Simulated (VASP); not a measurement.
# InSe (P-6m2) in VASP: further runs

The runs below take InSe through single point, with PBE+D4, RPBE.

Everything below comes from runs of VASP 6.6.1. Logs are shortened: lines on timing, memory, paths and dates and some standing lists are left out, and cuts for length are marked.

**1. The cell of the first run**

It takes space group P-6m2 (No. 187, hexagonal). Conventional cell: a = 4.034 Å, b = 4.034 Å, c = 16.581 Å, α = 90.00°, β = 90.00°, γ = 120.00°. Within 3.5 Å of In (site symmetry 3m) lie 3 Se at 2.66 Å and 1 In at 2.79 Å. Within 3.5 Å of In (site symmetry 3m) lie 3 Se at 2.66 Å and 1 In at 2.79 Å. Se (site symmetry 3m) has 3 In at 2.66 Å within 3.5 Å. Se (site symmetry 3m) has 3 In at 2.66 Å within 3.5 Å.

**2. Single point, PBE+D4**

The input, INCAR:

```
PREC = Accurate
ENCUT = 520
EDIFF = 1E-6
ISMEAR = -1
SIGMA = 0.05
LREAL = False
LASPH = True
NELM = 60
ALGO = Normal
ISIF = 2
LWAVE = False
LCHARG = True
GGA = PE
IVDW = 13
LELF = True
LVHAR = True
NBANDS = 48
```

The input, KPOINTS:

```
regular mesh
0
Gamma
  8 8 2
```

The input, POSCAR:

```
InSe
1.0
    4.0339693928      0.0000000000      0.0000000000
   -2.0169846964      3.4935199722      0.0000000000
    0.0000000000      0.0000000000     16.5808684836
In Se
4 4
Direct
    0.3333333333      0.6666666667      0.0841756322
    0.3333333333      0.6666666667      0.9158243678
    0.0000000000      0.0000000000      0.4158228913
    0.0000000000      0.0000000000      0.5841771087
    0.3333333333      0.6666666667      0.3383992325
    0.3333333333      0.6666666667      0.6616007675
    0.6666666667      0.3333333333      0.1617058984
    0.6666666667      0.3333333333      0.8382941016
```

Potentials or basis: VASP PAW PBE potentials, release 64 (In_d, Se).

Run with:

```sh
$ cat potpaw_PBE.64/In_d/POTCAR potpaw_PBE.64/Se/POTCAR > POTCAR
$ mpirun -np 1 vasp_std > vasp.out
```

OUTCAR:

```text
PREC = Accurate
   ENCUT = 520
   EDIFF = 1E-6
   ISMEAR = -1
   LREAL = False
   LASPH = True
   NELM = 60
   ISIF = 2
   GGA = PE
   IVDW = 13

 ion  position               nearest neighbor table
   1  0.333  0.667  0.084-   7 2.66   7 2.66   7 2.66   2 2.79
   2  0.333  0.667  0.916-   8 2.66   8 2.66   8 2.66   1 2.79
   3  0.000  0.000  0.416-   5 2.66   5 2.66   5 2.66   4 2.79
   4  0.000  0.000  0.584-   6 2.66   6 2.66   6 2.66   3 2.79
   5  0.333  0.667  0.338-   3 2.66   3 2.66   3 2.66
   6  0.333  0.667  0.662-   4 2.66   4 2.66   4 2.66
   7  0.667  0.333  0.162-   1 2.66   1 2.66   1 2.66
   8  0.667  0.333  0.838-   2 2.66   2 2.66   2 2.66

  LATTYP: Found a hexagonal cell.
 ALAT       =     4.0339693928
 C/A-ratio  =     4.1103109293

  Lattice vectors:

 A1 = (   4.0339693928,   0.0000000000,   0.0000000000)
 A2 = (  -2.0169846964,   3.4935199722,   0.0000000000)
 A3 = (   0.0000000000,   0.0000000000,  16.5808684836)

Analysis of symmetry for initial positions (statically):
=====================================================================
 Subroutine PRICEL returns:
 Original cell was already a primitive cell.

 Routine SETGRP: Setting up the symmetry group for a
 hexagonal supercell.

 Subroutine GETGRP returns: Found 12 space group operations
 (whereof 12 operations were pure point group operations)
 out of a pool of 24 trial point group operations.

The static configuration has the point symmetry D_3h.

Analysis of symmetry for dynamics (positions and initial velocities):
=====================================================================
 Subroutine PRICEL returns:
 Original cell was already a primitive cell.

 Routine SETGRP: Setting up the symmetry group for a
 hexagonal supercell.

 Subroutine GETGRP returns: Found 12 space group operations
 (whereof 12 operations were pure point group operations)
 out of a pool of 24 trial point group operations.

The dynamic configuration has the point symmetry D_3h.

 Subroutine INISYM returns: Found 12 space group operations
 (whereof 12 operations are pure point group operations),
 and found     1 'primitive' translations

----------------------------------------------------------------------------------------

                                     Primitive cell

  volume of cell :     233.6701

  direct lattice vectors                    reciprocal lattice vectors
     4.033969393  0.000000000  0.000000000     0.247894791  0.143122124  0.000000000
    -2.016984696  3.493519972  0.000000000     0.000000000  0.286244249  0.000000000
     0.000000000  0.000000000 16.580868484     0.000000000  0.000000000  0.060310472

  length of vectors
     4.033969393  4.033969393 16.580868484     0.286244249  0.286244249  0.060310472

  position of ions in fractional coordinates (direct lattice)
     0.333333333  0.666666667  0.084175632
     0.333333333  0.666666667  0.915824368
     0.000000000  0.000000000  0.415822891
     0.000000000  0.000000000  0.584177109
     0.333333333  0.666666667  0.338399233
     0.333333333  0.666666667  0.661600767
     0.666666667  0.333333333  0.161705898
     0.666666667  0.333333333  0.838294102

  ion indices of the primitive-cell ions
   primitive index   ion index
                 1           1
                 2           2
                 3           3
                 4           4
                 5           5
                 6           6
                 7           7
                 8           8

----------------------------------------------------------------------------------------

 KPOINTS: regular mesh

Automatic generation of k-mesh.
 Grid dimensions read from file:
 generate k-points for:    8    8    2

 Generating k-lattice:

  Cartesian coordinates                     Fractional coordinates (reciprocal lattice)
     0.030986849  0.017890266  0.000000000     0.125000000  0.000000000  0.000000000
     0.000000000  0.035780531  0.000000000     0.000000000  0.125000000  0.000000000
     0.000000000  0.000000000  0.030155236     0.000000000  0.000000000  0.500000000

  Length of vectors
     0.035780531  0.035780531  0.030155236

  Shift w.r.t. Gamma in fractional coordinates (k-lattice)
     0.000000000  0.000000000  0.000000000

 Subroutine IBZKPT returns following result:
 ===========================================

 Found     20 irreducible k-points:

 Following reciprocal coordinates:
            Coordinates               Weight
  0.000000  0.000000  0.000000      1.000000
  0.125000  0.000000  0.000000      6.000000
  0.250000  0.000000  0.000000      6.000000
  0.375000  0.000000  0.000000      6.000000
  0.500000  0.000000  0.000000      3.000000
  0.125000  0.125000  0.000000      6.000000
[... 12 lines left out ...]
  0.250000  0.250000  0.500000      6.000000
  0.375000  0.250000  0.500000      6.000000
   k-points           NKPTS =     20   k-points in BZ     NKDIM =     20   number of bands    NBANDS=     48
   number of dos      NEDOS =    301   number of ions     NIONS =      8
   total plane-waves  NPLWV = 113400
   dimension x,y,z NGX =    30 NGY =   30 NGZ =  126
   dimension x,y,z NGXF=    60 NGYF=   60 NGZF=  252
   ions per type =               4   4
   NGX,Y,Z   is equivalent  to a cutoff of  12.36, 12.36, 12.63 a.u.
   NGXF,Y,Z  is equivalent  to a cutoff of  24.73, 24.73, 25.27 a.u.
 SYSTEM =  unknown system
   PREC   = accura    normal or accurate (medium, high low for compatibility)
   ISTART =      0    job   : 0-new  1-cont  2-samecut
   ICHARG =      2    charge: 1-file 2-atom 10-const
   ISPIN  =      1    spin polarized calculation?
   LNONCOLLINEAR =      F non collinear calculations
   LSORBIT =      F    spin-orbit coupling
   LASPH  =      T    aspherical Exc in radial PAW
   ENCUT  =  520.0 eV  38.22 Ry    6.18 a.u.   7.50  7.50 30.83*2*pi/ulx,y,z
   NELM   =     60;   NELMIN=  2; NELMDL= -5     # of ELM steps
   EDIFF  = 0.1E-05   stopping-criterion for ELM
   LREAL  =      F    real-space projection
   EDIFFG = 0.1E-04   stopping-criterion for IOM
   NSW    =      0    number of steps for IOM
   IBRION =     -1    ionic relax: 0-MD 1-quasi-New 2-CG
   NFREE  =      0    steps in history (QN), initial steepest desc. (CG)
   ISIF   =      2    stress and relaxation
   ISYM   =      2    0-nonsym 1-usesym 2-fastsym
   POTIM  = 0.5000    time-step for ionic-motion
   TEBEG  =    0.0;   TEEND  =   0.0 temperature during run
   PSTRESS=    0.0 pullay stress
   NELECT =      76.0000    total number of electrons
   NUPDOWN=      -1.0000    fix difference up-down
   EMIN   =  10.00;   EMAX   =-10.00  energy-range for DOS
   EFERMI =   0.00;   METHOD = LEGACY
   ISMEAR =    -1;   SIGMA  =   0.05  broadening in eV -4-tet -1-fermi 0-gaus
   EFERMI_NEDOS =   21; number of points for ismear=-14 and -15
   IALGO  =     38    algorithm
   IMIX   =      4    mixing-type and parameters
     AMIX     =   0.40;   BMIX     =  1.00
     AMIX_MAG =   1.60;   BMIX_MAG =  1.00
  volume/ion in A,a.u.               =      29.21       197.11
  Fermi-wavevector in a.u.,A,eV,Ry     =   1.125844  2.127537 17.245729  1.267525
  Thomas-Fermi vector in A             =   2.262523
   LORBIT       =      0    0 simple, 1 ext, 2 COOP (PROOUT), +10 PAW based schemes
   GGA     = PE    functional components
   LHFCALC =     F    Hartree Fock is set to
   AEXX    =    0.0000 exact exchange contribution
   IVDW    =    13    specifies the selected vdW correction
   LEPSILON=     F    determine dielectric tensor
   LRPA    =     F    only Hartree local field effects (RPA)
 non-spin polarized calculation
  energy-cutoff  :      520.00
  volume of cell :      233.67
 maximum number of plane-waves:      6339
 NGX is ok and might be reduce to    30
   NGX = 15   NGY = 15   NGZ = 61

 number of electron      76.0000003 magnetization

 Free energy of the ion-electron system (eV)
  ---------------------------------------------------
  ext. energy  EPLUGINS =         0.00000000
  ---------------------------------------------------
  free energy    TOTEN  =       -28.30097353 eV

  energy without entropy =      -28.30050612  energy(sigma->0) =      -28.30073982

 E-fermi :   4.3249     XC(G=0):  -8.9310

 val. band max:        4.1748296650   @ k =   0.0000   0.0000   0.0000
 cond. band min:       4.4538228156   @ k =   0.0000   0.0000   0.0000
 fundamental gap:      0.2789931506
 Fermi energy:         4.3249257315

 k-point     1 :       0.0000    0.0000    0.0000
  band No.  band energies     occupation
      1     -10.6871      2.00000
      2     -10.6776      2.00000
      3     -10.5004      2.00000
      4     -10.5004      2.00000
      5     -10.4905      2.00000
      6     -10.4905      2.00000
[... 40 lines left out ...]
     47       9.2490      0.00000
     48       9.5419      0.00000

 k-point     2 :       0.1250    0.0000    0.0000
  band No.  band energies     occupation
      1     -10.6869      2.00000
      2     -10.6776      2.00000
      3     -10.5515      2.00000
      4     -10.5390      2.00000
      5     -10.4984      2.00000
      6     -10.4885      2.00000
[... 40 lines left out ...]
     47       8.8304      0.00000
     48       9.1773      0.00000

 k-point     3 :       0.2500    0.0000    0.0000
  band No.  band energies     occupation
      1     -10.7113      2.00000
      2     -10.7004      2.00000
      3     -10.6210      2.00000
      4     -10.6082      2.00000
      5     -10.5862      2.00000
      6     -10.5681      2.00000
[... 856 lines left out ...]
     47       9.0812      0.00000
     48       9.1718      0.00000

 k-point    20 :       0.3750    0.2500    0.5000
  band No.  band energies     occupation
      1     -10.7962      2.00000
      2     -10.7881      2.00000
      3     -10.6998      2.00000
      4     -10.6923      2.00000
      5     -10.6284      2.00000
      6     -10.6186      2.00000
[... 40 lines left out ...]
     47       9.3062      0.00000
     48       9.3740      0.00000

------------------------ aborting loop because EDIFF is reached ----------------------------------------

  DFT-D4 for vdW energy calculation

  Edisp (eV):   -2.61008

  FORCE on cell =-STRESS in cart. coord.  units (eV):
  Direction    XX          YY          ZZ          XY          YZ          ZX
  --------------------------------------------------------------------------------------
  -------------------------------------------------------------------------------------
  Total       0.05563     0.05563     0.02516     0.00000     0.00000     0.00000
  in kB       0.38142     0.38142     0.17250     0.00000     0.00000     0.00000
  external pressure =        0.31 kB  Pullay stress =        0.00 kB

 VOLUME and BASIS-vectors are now :
 -----------------------------------------------------------------------------
  energy-cutoff  :      520.00
  volume of cell :      233.67
      direct lattice vectors                 reciprocal lattice vectors
     4.033969393  0.000000000  0.000000000     0.247894791  0.143122124  0.000000000
    -2.016984696  3.493519972  0.000000000     0.000000000  0.286244249  0.000000000
     0.000000000  0.000000000 16.580868484     0.000000000  0.000000000  0.060310472

 POSITION                                       TOTAL-FORCE (eV/Angst)
 -----------------------------------------------------------------------------------
     -0.00000      2.32901      1.39571         0.000000     -0.000000     -0.010048
     -0.00000      2.32901     15.18516        -0.000000      0.000000      0.010048
      0.00000      0.00000      6.89470        -0.000000     -0.000000      0.010487
      0.00000      0.00000      9.68616         0.000000      0.000000     -0.010487
     -0.00000      2.32901      5.61095        -0.000000     -0.000000     -0.014006
     -0.00000      2.32901     10.96992        -0.000000      0.000000      0.014006
      2.01698      1.16451      2.68122         0.000000     -0.000000      0.014534
      2.01698      1.16451     13.89964         0.000000     -0.000000     -0.014534
 -----------------------------------------------------------------------------------
    total drift:                               -0.000000      0.000000     -0.000000

  FREE ENERGIE OF THE ION-ELECTRON SYSTEM (eV)
  ---------------------------------------------------
  free  energy   TOTEN  =       -30.9110567309 eV

  energy  without entropy=      -30.9105893190  energy(sigma->0) =      -30.91082302
```

It took 6.2 min on 1 thread of AMD EPYC 7R43 (Zen 3), shared host; peak memory 0.38 GiB.

What came out:

```yaml
Free_energy: -30.9111 eV
Pressure: 0.0 GPa
Largest_force: 0.015 eV/Å
Band_gap_on_the_k_mesh: 0.28 eV
Dispersion_energy_per_atom: -0.326 eV
```

Forces in eV/Å, atoms in the order of the input:
```
In   0.000  0.000 -0.010
In   0.000  0.000  0.010
In   0.000  0.000  0.010
In   0.000  0.000 -0.010
Se   0.000  0.000 -0.014
Se   0.000  0.000  0.014
Se   0.000  0.000  0.015
Se   0.000  0.000 -0.015
```

Caveat: spin-orbit coupling is left out, which moves the levels of the heavy elements.

**3. Single point, RPBE**

This run uses another cell than the first one, of 32.01 Å³/atom.

The input, INCAR:

```
SYSTEM = InSe
PREC     = Accurate       ! precision mode
ENCUT    = 500            ! plane-wave cutoff, eV
EDIFF    = 1E-6           ! SCF threshold, eV
ISMEAR   = -1             ! smearing method
SIGMA    = 0.05           ! smearing width, eV
LREAL    = .FALSE.        ! projectors in reciprocal space
LASPH    = .TRUE.         ! aspherical terms in the spheres
NELM     = 120            ! most SCF steps
ALGO     = Normal         ! electronic algorithm
ISIF     = 2              ! what is computed and relaxed
LWAVE    = .FALSE.        ! write WAVECAR
LCHARG   = .FALSE.        ! write CHGCAR
GGA      = RP             ! functional
NBANDS   = 48             ! bands
GGA_COMPAT= .FALSE.
```

The input, KPOINTS:

```
regular mesh
0
G
  8 8 2
  0 0 0
```

The input, POSCAR:

```
InSe
1.0
    4.0473293151      0.0000000000      0.0000000000
   -2.0236646576      3.5050900044      0.0000000000
    0.0000000000      0.0000000000     18.0520649100
In Se
4 4
Direct
    0.3333333333      0.6666666667      0.0773904900
    0.3333333333      0.6666666667      0.9226095100
    0.0000000000      0.0000000000      0.4226063200
    0.0000000000      0.0000000000      0.5773936800
    0.3333333333      0.6666666667      0.3529842800
    0.3333333333      0.6666666667      0.6470157200
    0.6666666667      0.3333333333      0.1469999300
    0.6666666667      0.3333333333      0.8530000700
```

Potentials or basis: VASP PAW PBE potentials, release 64 (In_d, Se).

Run with:

```sh
$ cat potpaw_PBE.64/In_d/POTCAR potpaw_PBE.64/Se/POTCAR > POTCAR
$ mpirun -np 1 vasp_std > vasp.out
```

OUTCAR:

```text
SYSTEM = InSe
   PREC = Accurate
   ENCUT = 500
   EDIFF = 1E-6
   ISMEAR = -1
   LREAL = .FALSE.
   LASPH = .TRUE.
   NELM = 120
   ISIF = 2
   GGA = RP

 ion  position               nearest neighbor table
   1  0.333  0.667  0.077-   7 2.65   7 2.65   7 2.65   2 2.79
   2  0.333  0.667  0.923-   8 2.65   8 2.65   8 2.65   1 2.79
   3  0.000  0.000  0.423-   5 2.65   5 2.65   5 2.65   4 2.79
   4  0.000  0.000  0.577-   6 2.65   6 2.65   6 2.65   3 2.79
   5  0.333  0.667  0.353-   3 2.65   3 2.65   3 2.65
   6  0.333  0.667  0.647-   4 2.65   4 2.65   4 2.65
   7  0.667  0.333  0.147-   1 2.65   1 2.65   1 2.65
   8  0.667  0.333  0.853-   2 2.65   2 2.65   2 2.65

  LATTYP: Found a hexagonal cell.
 ALAT       =     4.0473293151
 C/A-ratio  =     4.4602411874

  Lattice vectors:

 A1 = (   4.0473293151,   0.0000000000,   0.0000000000)
 A2 = (  -2.0236646576,   3.5050900044,   0.0000000000)
 A3 = (   0.0000000000,   0.0000000000,  18.0520649100)

Analysis of symmetry for initial positions (statically):
[... 184 lines left out ...]
 fundamental gap:      0.8543250232
 Fermi energy:         3.5982217695

 k-point     1 :       0.0000    0.0000    0.0000
  band No.  band energies     occupation
      1     -11.4111      2.00000
      2     -11.4082      2.00000
      3     -11.2282      2.00000
      4     -11.2282      2.00000
      5     -11.2252      2.00000
      6     -11.2252      2.00000
[... 1009 lines left out ...]
     47       8.7012      0.00000
     48       8.7099      0.00000

------------------------ aborting loop because EDIFF is reached ----------------------------------------

  FORCE on cell =-STRESS in cart. coord.  units (eV):
  Direction    XX          YY          ZZ          XY          YZ          ZX
  --------------------------------------------------------------------------------------
  -------------------------------------------------------------------------------------
  Total        4.8738502      4.8738502      4.6230016     -0.0000000      0.0000000      0.0000000
  in kB       30.4921576     30.4921576     28.9227795     -0.0000000      0.0000000      0.0000000
  external PRESSURE =      29.9690316 kB  Pullay stress =       0.0000000 kB

 VOLUME and BASIS-vectors are now :
 -----------------------------------------------------------------------------
  energy-cutoff  :      500.00
  volume of cell :      256.09
      direct lattice vectors                 reciprocal lattice vectors
     4.047329315  0.000000000  0.000000000     0.247076510  0.142649689  0.000000000
    -2.023664658  3.505090004  0.000000000     0.000000000  0.285299379  0.000000000
     0.000000000  0.000000000 18.052064910     0.000000000  0.000000000  0.055395325

 POSITION                                       TOTAL-FORCE (eV/Angst)
 -----------------------------------------------------------------------------------
     -0.00000      2.33673      1.39706        -0.000000      0.000000     -0.132183
     -0.00000      2.33673     16.65501        -0.000000      0.000000      0.132183
      0.00000      0.00000      7.62892         0.000000     -0.000000      0.130346
      0.00000      0.00000     10.42315        -0.000000     -0.000000     -0.130346
     -0.00000      2.33673      6.37210         0.000000      0.000000     -0.355704
     -0.00000      2.33673     11.67997         0.000000      0.000000      0.355704
      2.02366      1.16836      2.65365        -0.000000      0.000000      0.358161
      2.02366      1.16836     15.39841        -0.000000     -0.000000     -0.358161
 -----------------------------------------------------------------------------------
    total drift:                                0.000000     -0.000000     -0.000000

  FREE ENERGIE OF THE ION-ELECTRON SYSTEM (eV)
  ---------------------------------------------------
  free  energy   TOTEN  =       -25.8799526672 eV

  energy  without entropy=      -25.8799475195  energy(sigma->0) =      -25.87995009
```

stdout:

```text
POSCAR found type information on POSCAR InSe
 POSCAR found :  2 types and       8 ions
 scaLAPACK will be used
 -----------------------------------------------------------------------------
|                                                                             |
|                                                                             |
|     You enforced a specific xc type in the INCAR file but a different       |
|     I HOPE YOU KNOW WHAT YOU ARE DOING!                                     |
|                                                                             |
 -----------------------------------------------------------------------------

 LDA part: xc-table for (Slater+PW92), standard interpolation
 POSCAR, INCAR and KPOINTS ok, starting setup
 FFT: planning ... GRIDC
 FFT: planning ... GRID_SOFT
 FFT: planning ... GRID
 WAVECAR not read
 entering main loop
```

Run time: 7.2 min. Hardware: 1 thread of Oxide Virtual Turin-like, shared host; peak memory 0.41 GiB.

What came out:

```yaml
Free_energy: -25.8800 eV
Pressure: 3.0 GPa
Largest_force: 0.358 eV/Å
Band_gap_on_the_k_mesh: 0.85 eV
```

Forces in eV/Å, atoms in the order of the input:
```
In   0.000  0.000 -0.132
In   0.000  0.000  0.132
In   0.000  0.000  0.130
In   0.000  0.000 -0.130
Se   0.000  0.000 -0.356
Se   0.000  0.000  0.356
Se   0.000  0.000  0.358
Se   0.000  0.000 -0.358
```

Stress tensor (GPa, compression positive):
```
3.05 0.00 0.00
0.00 3.05 0.00
0.00 0.00 2.89
```

Caveat: the PAW data sets were made with another functional, which shifts forces and pressure a little; spin-orbit coupling is left out, which moves the levels of the heavy elements; this functional lacks dispersion, which binds layers or chains, so the pressure and a relaxed spacing across them are unreliable.
